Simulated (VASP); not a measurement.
CsCl: single point with PBE

CsCl:

```xyz
2
Lattice="4.0924 0.0000 0.0000 0.0000 4.0924 0.0000 0.0000 0.0000 4.1848" Properties=species:S:1:pos:R:3 pbc="T T T"
Cs    0.0000    0.0000    0.0000
Cl    2.0462    2.0462    2.0924
```

This cell differs from its parent crystal: z stretched by +1.5 % at fixed volume.

```
Program                : VASP 6.6.1
Task                   : single point
Functional             : PBE
Potentials or basis    : VASP PAW PBE potentials, release 64 (Cs_sv, Cl)
Cutoff                 : 500 eV
k mesh                 : 6 × 6 × 6
Occupations            : fermi-dirac, width 0.03 eV
Spin                   : no spin polarisation
Dipole correction      : no
Further INCAR settings : ALGO = Normal; EDIFF = 1e-06; NBANDS = 15
```

```yaml
Pressure: 1.0 GPa
Band_gap_on_the_k_mesh: 5.22 eV, direct
```

Stress tensor (GPa, compression positive):
```
1.23 0.00 0.00
0.00 1.23 0.00
0.00 0.00 0.60
```

Levels at points of the mesh, in eV from the valence-band top:
| k point | band 4 | band 5 | band 6 | band 7 | band 8 | band 9 | band 10 | band 11 | band 12 | band 13 |
| --- | --- | --- | --- | --- | --- | --- | --- | --- | --- | --- |
| (0.00, 0.00, 0.00) | -5.87 | -5.87 | -0.07 | 0.00 | 0.00 | 5.22 | 5.37 | 5.39 | 9.94 | 9.94 |
| (0.50, 0.00, 0.00) | -5.78 | -5.73 | -1.19 | -0.32 | -0.22 | 6.41 | 7.64 | 8.88 | 9.24 | 9.38 |
| (0.50, 0.50, 0.00) | -6.68 | -5.69 | -0.46 | -0.46 | -0.13 | 5.88 | 5.97 | 7.81 | 7.81 | 12.03 |
| (0.00, 0.00, 0.50) | -5.75 | -5.75 | -1.18 | -0.24 | -0.24 | 6.33 | 7.47 | 8.82 | 9.29 | 9.61 |
| (0.50, 0.00, 0.50) | -6.61 | -5.65 | -0.46 | -0.43 | -0.05 | 5.91 | 6.06 | 7.98 | 8.09 | 11.85 |
| (0.50, 0.50, 0.50) | -6.46 | -6.36 | -1.12 | -1.12 | -1.11 | 8.32 | 8.54 | 8.54 | 10.39 | 10.56 |

Run time: 22 s on 1 thread of Intel(R) Xeon(R) Platinum 8488C (Sapphire Rapids) (shared host), peak memory 0.19 GiB.

Caveat: spin-orbit coupling is left out, which moves the levels of the heavy elements. A k mesh can miss the band edges.
